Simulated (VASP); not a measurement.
A run of VASP 6.6.1:

File INCAR:

```
  PREC = Accurate
  ENCUT = 520
  EDIFF = 1E-6
  ISMEAR = -1
  SIGMA = 0.1
  LREAL = False
  LASPH = True
  NELM = 80
  ALGO = Normal
  ISIF = 2
  LWAVE = False
  LCHARG = False
  GGA = PE
  NBANDS = 11
```

Contents of KPOINTS:

```
regular mesh
0
Gamma
  9 9 9
```

Contents of POSCAR:

```
MgO
1.0
    0.0000000000      2.1525000000      2.1525000000
    2.1525000000      0.0000000000      2.1525000000
    2.1525000000      2.1525000000      0.0000000000
Mg O
1 1
Direct
    0.0000000000      0.0000000000      0.0000000000
    0.5000000000      0.5000000000      0.5000000000
```

Potentials or basis: VASP PAW PBE potentials, release 64 (Mg, O).

Launch:

```sh
$ cat potpaw_PBE.64/Mg/POTCAR potpaw_PBE.64/O/POTCAR > POTCAR
$ mpirun -np 1 vasp_std > vasp.out
```

Hardware: 1 thread of Intel(R) Xeon(R) Platinum 8488C (Sapphire Rapids), with other jobs on the host.

Task: Estimate the wall time of this run.

Result: It took 4 s on 1 thread of Intel(R) Xeon(R) Platinum 8488C (Sapphire Rapids), on a shared host, peak memory 0.14 GiB. Counts: scf iterations 12, k points 35.
